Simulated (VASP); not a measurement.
# PbSe (Fm-3m) in VASP: further runs

The runs below take PbSe through single point, with PBEsol.

Program: VASP 6.6.1. These are calculated values, not measurements. Logs are shortened: lines on timing, memory, paths and dates and some standing lists are left out, and cuts for length are marked.

### Step 1. The cell of the first run

The structure is cubic, space group Fm-3m (No. 225). Conventional cell: a = 6.284 Å, b = 6.284 Å, c = 6.284 Å, α = 90.00°, β = 90.00°, γ = 90.00°. Within 4.1 Å of Pb (site symmetry m-3m) lie 6 Se at 3.14 Å. Se (site symmetry m-3m) has 6 Pb at 3.14 Å within 4.1 Å.

### Step 2. Single point, PBEsol (S replaced by Se, lengths x 1.036, strained)

Input file INCAR:

```
  PREC = Accurate
  ENCUT = 500
  EDIFF = 1E-6
  ISMEAR = 0
  SIGMA = 0.1
  LREAL = False
  LASPH = True
  NELM = 120
  ALGO = Normal
  ISIF = 2
  LWAVE = False
  LCHARG = True
  GGA = PS
  LELF = True
  LVHAR = True
  NBANDS = 17
  GGA_COMPAT = False
```

Input file KPOINTS:

```
regular mesh
0
Gamma
  6 6 6
```

Input file POSCAR:

```
PbSe
1.0
    0.0000000000      3.1422313984      3.1422313984
    3.1422313984      0.0000000000      3.1422313984
    3.1422313984      3.1422313984      0.0000000000
Pb Se
1 1
Direct
    0.0000000000      0.0000000000      0.0000000000
    0.5000000000      0.5000000000      0.5000000000
```

Potentials or basis: VASP PAW PBE potentials, release 64 (Pb_d, Se).

Started as:

```bash
$ cat potpaw_PBE.64/Pb_d/POTCAR potpaw_PBE.64/Se/POTCAR > POTCAR
$ mpirun -np 1 vasp_std > vasp.out
```

OUTCAR:

```text
PREC = Accurate
   ENCUT = 500
   EDIFF = 1E-6
   ISMEAR = 0
   LREAL = False
   LASPH = True
   NELM = 120
   ISIF = 2
   GGA = PS

 ion  position               nearest neighbor table
   1  0.000  0.000  0.000-   2 3.14   2 3.14   2 3.14   2 3.14   2 3.14   2 3.14
   2  0.500  0.500  0.500-   1 3.14   1 3.14   1 3.14   1 3.14   1 3.14   1 3.14

  LATTYP: Found a face centered cubic cell.
 ALAT       =     6.2844627968

  Lattice vectors:

 A1 = (   0.0000000000,   3.1422313984,   3.1422313984)
 A2 = (   3.1422313984,   0.0000000000,   3.1422313984)
 A3 = (   3.1422313984,   3.1422313984,   0.0000000000)

Analysis of symmetry for initial positions (statically):
=====================================================================
 Subroutine PRICEL returns:
 Original cell was already a primitive cell.

 Routine SETGRP: Setting up the symmetry group for a
 face centered cubic supercell.

 Subroutine GETGRP returns: Found 48 space group operations
 (whereof 48 operations were pure point group operations)
 out of a pool of 48 trial point group operations.

The static configuration has the point symmetry O_h .

Analysis of symmetry for dynamics (positions and initial velocities):
=====================================================================
 Subroutine PRICEL returns:
 Original cell was already a primitive cell.

 Routine SETGRP: Setting up the symmetry group for a
 face centered cubic supercell.

 Subroutine GETGRP returns: Found 48 space group operations
 (whereof 48 operations were pure point group operations)
 out of a pool of 48 trial point group operations.

The dynamic configuration has the point symmetry O_h .

 Subroutine INISYM returns: Found 48 space group operations
 (whereof 48 operations are pure point group operations),
 and found     1 'primitive' translations

----------------------------------------------------------------------------------------

                                     Primitive cell

  volume of cell :      62.0504

  direct lattice vectors                    reciprocal lattice vectors
     0.000000000  3.142231398  3.142231398    -0.159122590  0.159122590  0.159122590
     3.142231398  0.000000000  3.142231398     0.159122590 -0.159122590  0.159122590
     3.142231398  3.142231398  0.000000000     0.159122590  0.159122590 -0.159122590

  length of vectors
     4.443786260  4.443786260  4.443786260     0.275608411  0.275608411  0.275608411

  position of ions in fractional coordinates (direct lattice)
     0.000000000  0.000000000  0.000000000
     0.500000000  0.500000000  0.500000000

  ion indices of the primitive-cell ions
[... 67 lines left out ...]
   LREAL  =      F    real-space projection
   EDIFFG = 0.1E-04   stopping-criterion for IOM
   NSW    =      0    number of steps for IOM
   IBRION =     -1    ionic relax: 0-MD 1-quasi-New 2-CG
   NFREE  =      0    steps in history (QN), initial steepest desc. (CG)
   ISIF   =      2    stress and relaxation
   ISYM   =      2    0-nonsym 1-usesym 2-fastsym
   POTIM  = 0.5000    time-step for ionic-motion
   TEBEG  =    0.0;   TEEND  =   0.0 temperature during run
   PSTRESS=    0.0 pullay stress
   NELECT =      20.0000    total number of electrons
   NUPDOWN=      -1.0000    fix difference up-down
   EMIN   =  10.00;   EMAX   =-10.00  energy-range for DOS
   EFERMI =   0.00;   METHOD = LEGACY
   ISMEAR =     0;   SIGMA  =   0.10  broadening in eV -4-tet -1-fermi 0-gaus
   EFERMI_NEDOS =   21; number of points for ismear=-14 and -15
   IALGO  =     38    algorithm
   IMIX   =      4    mixing-type and parameters
     AMIX     =   0.40;   BMIX     =  1.00
     AMIX_MAG =   1.60;   BMIX_MAG =  1.00
  volume/ion in A,a.u.               =      31.03       209.37
  Fermi-wavevector in a.u.,A,eV,Ry     =   1.122458  2.121138 17.142135  1.259911
  Thomas-Fermi vector in A             =   2.259118
   LORBIT       =      0    0 simple, 1 ext, 2 COOP (PROOUT), +10 PAW based schemes
   GGA     = PS    functional components
   LHFCALC =     F    Hartree Fock is set to
   AEXX    =    0.0000 exact exchange contribution
   IVDW    =     0    specifies the selected vdW correction
   LEPSILON=     F    determine dielectric tensor
   LRPA    =     F    only Hartree local field effects (RPA)
 non-spin polarized calculation
 Gauss-broadening in eV      SIGMA  =   0.10
  energy-cutoff  :      500.00
  volume of cell :       62.05
 maximum number of plane-waves:      1591
   NGX = 17   NGY = 17   NGZ = 17

 number of electron      20.0000004 magnetization

 Free energy of the ion-electron system (eV)
  ---------------------------------------------------
  ext. energy  EPLUGINS =         0.00000000
  ---------------------------------------------------
  free energy    TOTEN  =        -8.85226809 eV

  energy without entropy =       -8.85225194  energy(sigma->0) =       -8.85226001

 E-fermi :   4.1406     XC(G=0):  -9.3630

 val. band max:        3.9200996705   @ k =   0.5000   0.0000   0.0000
 cond. band min:       4.3611392167   @ k =   0.5000   0.0000   0.0000
 fundamental gap:      0.4410395462
 Fermi energy:         4.1406194457

 k-point     1 :       0.0000    0.0000    0.0000
  band No.  band energies     occupation
      1     -12.6606      2.00000
      2     -12.6606      2.00000
      3     -12.6606      2.00000
      4     -12.6554      2.00000
      5     -12.6554      2.00000
      6      -9.0001      2.00000
[... 297 lines left out ...]
      4     -12.6393      2.00000
      5     -12.6273      2.00000
      6      -7.8104      2.00000
[... 9 lines left out ...]
     16      15.2510      0.00000
     17      16.5349      0.00000

------------------------ aborting loop because EDIFF is reached ----------------------------------------

  FORCE on cell =-STRESS in cart. coord.  units (eV):
  Direction    XX          YY          ZZ          XY          YZ          ZX
  --------------------------------------------------------------------------------------
  -------------------------------------------------------------------------------------
  Total       -1.5246358     -1.5246358     -1.5246358      0.0000000      0.0000000     -0.0000000
  in kB      -39.3669907    -39.3669907    -39.3669907      0.0000000      0.0000000     -0.0000000
  external PRESSURE =     -39.3669907 kB  Pullay stress =       0.0000000 kB

 VOLUME and BASIS-vectors are now :
 -----------------------------------------------------------------------------
  energy-cutoff  :      500.00
  volume of cell :       62.05
      direct lattice vectors                 reciprocal lattice vectors
     0.000000000  3.142231398  3.142231398    -0.159122590  0.159122590  0.159122590
     3.142231398  0.000000000  3.142231398     0.159122590 -0.159122590  0.159122590
     3.142231398  3.142231398  0.000000000     0.159122590  0.159122590 -0.159122590

 POSITION                                       TOTAL-FORCE (eV/Angst)
 -----------------------------------------------------------------------------------
      0.00000      0.00000      0.00000         0.000000      0.000000      0.000000
      3.14223      3.14223      3.14223         0.000000      0.000000      0.000000
 -----------------------------------------------------------------------------------
    total drift:                                0.000000     -0.000000     -0.000000

  FREE ENERGIE OF THE ION-ELECTRON SYSTEM (eV)
  ---------------------------------------------------
  free  energy   TOTEN  =        -8.8522680882 eV

  energy  without entropy=       -8.8522519397  energy(sigma->0) =       -8.85226001
```

OSZICAR:

```text
N       E                     dE             d eps       ncg     rms          rms(c)
DAV:   1     0.155695636179E+03    0.15570E+03   -0.94717E+03   544   0.114E+03
DAV:   2     0.307721716165E+01   -0.15262E+03   -0.14784E+03   555   0.297E+02
DAV:   3    -0.884968405219E+01   -0.11927E+02   -0.11805E+02   686   0.888E+01
DAV:   4    -0.916141693108E+01   -0.31173E+00   -0.31149E+00   672   0.162E+01
DAV:   5    -0.917032714401E+01   -0.89102E-02   -0.89098E-02   770   0.265E+00    0.255E+00
DAV:   6    -0.885834747758E+01    0.31198E+00   -0.82442E-01   792   0.593E+00    0.135E+00
DAV:   7    -0.885198550240E+01    0.63620E-02   -0.10616E-01   652   0.154E+00    0.768E-01
DAV:   8    -0.885273117936E+01   -0.74568E-03   -0.12371E-02   661   0.110E+00    0.175E-01
DAV:   9    -0.885221978747E+01    0.51139E-03   -0.28534E-03   793   0.425E-01    0.593E-02
DAV:  10    -0.885226759569E+01   -0.47808E-04   -0.17509E-04   643   0.712E-02    0.206E-02
DAV:  11    -0.885226815876E+01   -0.56307E-06   -0.17581E-05   768   0.417E-02    0.285E-03
DAV:  12    -0.885226808818E+01    0.70582E-07   -0.95728E-07   415   0.116E-02
   1 F= -.88522681E+01 E0= -.88522600E+01  d E =-.161485E-04
```

stdout:

```text
POSCAR found type information on POSCAR PbSe
 POSCAR found :  2 types and       2 ions
 scaLAPACK will be used
 -----------------------------------------------------------------------------
|                                                                             |
|                                                                             |
|     You enforced a specific xc type in the INCAR file but a different       |
|     I HOPE YOU KNOW WHAT YOU ARE DOING!                                     |
|                                                                             |
 -----------------------------------------------------------------------------

 LDA part: xc-table for (Slater+PW92), standard interpolation
 POSCAR, INCAR and KPOINTS ok, starting setup
 FFT: planning ... GRIDC
 FFT: planning ... GRID_SOFT
 FFT: planning ... GRID
 WAVECAR not read
 entering main loop
```

Run time: 14 s. Hardware: 1 thread of Intel Xeon Platinum 8259CL at 2.50GHz (Skylake/Cascade Lake), shared host; peak memory 0.17 GiB.

What came out:

* Free energy: -8.8523 eV
* Pressure: -3.9 GPa
* Band gap on the k mesh: 0.44 eV

Caveat: the cell differs from its parent crystal (S replaced by Se, lengths x 1.036, strained); the cell stands under tension; the PAW data sets were made with another functional, which shifts forces and pressure a little; spin-orbit coupling is left out, which moves the levels of the heavy elements. A k mesh can miss the band edges.

### Step 3. Single point, PBEsol (S replaced by Se, lengths x 1.036, strained)

Input file INCAR:

```
SYSTEM = PbSe
  ALGO = Normal
  EDIFF = 1E-6
  ENCUT = 500
  GGA = PS
  GGA_COMPAT = .False.
  ISIF = 2
  ISMEAR = 0
  LASPH = .True.
  LCHARG = .False.
  LREAL = .False.
  LWAVE = .False.
  NBANDS = 17
  NELM = 120
  PREC = Accurate
  SIGMA = 0.02
```

Input file KPOINTS:

```
k-points
0
Gamma
  10 10 10
  0 0 0
```

POSCAR is that of step 2.

Potentials or basis: VASP PAW PBE potentials, release 64 (Pb_d, Se).

Started as:

```bash
$ cat potpaw_PBE.64/Pb_d/POTCAR potpaw_PBE.64/Se/POTCAR > POTCAR
$ mpirun -np 1 vasp_std > vasp.out
```

OUTCAR:

```text
SYSTEM = PbSe
   EDIFF = 1E-6
   ENCUT = 500
   GGA = PS
   ISIF = 2
   ISMEAR = 0
   LASPH = .True.
   LREAL = .False.
   NELM = 120
   PREC = Accurate

 ion  position               nearest neighbor table
   1  0.000  0.000  0.000-   2 3.14   2 3.14   2 3.14   2 3.14   2 3.14   2 3.14
   2  0.500  0.500  0.500-   1 3.14   1 3.14   1 3.14   1 3.14   1 3.14   1 3.14

  LATTYP: Found a face centered cubic cell.
 ALAT       =     6.2844627968

  Lattice vectors:

[... 668 lines left out ...]

  FORCE on cell =-STRESS in cart. coord.  units (eV):
  Direction    XX          YY          ZZ          XY          YZ          ZX
  --------------------------------------------------------------------------------------
  -------------------------------------------------------------------------------------
  Total       -1.5087850     -1.5087850     -1.5087850      0.0000000      0.0000000     -0.0000000
  in kB      -38.9577126    -38.9577126    -38.9577126      0.0000000      0.0000000     -0.0000000
  external PRESSURE =     -38.9577126 kB  Pullay stress =       0.0000000 kB

 VOLUME and BASIS-vectors are now :
 -----------------------------------------------------------------------------
  energy-cutoff  :      500.00
  volume of cell :       62.05
      direct lattice vectors                 reciprocal lattice vectors
     0.000000000  3.142231398  3.142231398    -0.159122590  0.159122590  0.159122590
     3.142231398  0.000000000  3.142231398     0.159122590 -0.159122590  0.159122590
     3.142231398  3.142231398  0.000000000     0.159122590  0.159122590 -0.159122590

 POSITION                                       TOTAL-FORCE (eV/Angst)
 -----------------------------------------------------------------------------------
      0.00000      0.00000      0.00000        -0.000000      0.000000     -0.000000
      3.14223      3.14223      3.14223         0.000000     -0.000000      0.000000
 -----------------------------------------------------------------------------------
    total drift:                                0.000000     -0.000000     -0.000000

  FREE ENERGIE OF THE ION-ELECTRON SYSTEM (eV)
  ---------------------------------------------------
  free  energy   TOTEN  =        -8.8494009879 eV

  energy  without entropy=       -8.8494009879  energy(sigma->0) =       -8.84940099
```

stdout:

```text
POSCAR found type information on POSCAR PbSe
 POSCAR found :  2 types and       2 ions
 scaLAPACK will be used
 -----------------------------------------------------------------------------
|                                                                             |
|                                                                             |
|     You enforced a specific xc type in the INCAR file but a different       |
|     I HOPE YOU KNOW WHAT YOU ARE DOING!                                     |
|                                                                             |
 -----------------------------------------------------------------------------

 LDA part: xc-table for (Slater+PW92), standard interpolation
 POSCAR, INCAR and KPOINTS ok, starting setup
 FFT: planning ... GRIDC
 FFT: planning ... GRID_SOFT
 FFT: planning ... GRID
 WAVECAR not read
 entering main loop
```

Wall time 30 s (1 thread of Intel Xeon Platinum 8259CL at 2.50GHz (Skylake/Cascade Lake), shared host); peak memory 0.2 GiB.

Results:

```yaml
Free_energy: -8.8494 eV
Pressure: -3.9 GPa
Band_gap_on_the_k_mesh: 0.44 eV
```

Caveat: the cell differs from its parent crystal (S replaced by Se, lengths x 1.036, strained); the cell stands under tension; the PAW data sets were made with another functional, which shifts forces and pressure a little; spin-orbit coupling is left out, which moves the levels of the heavy elements.
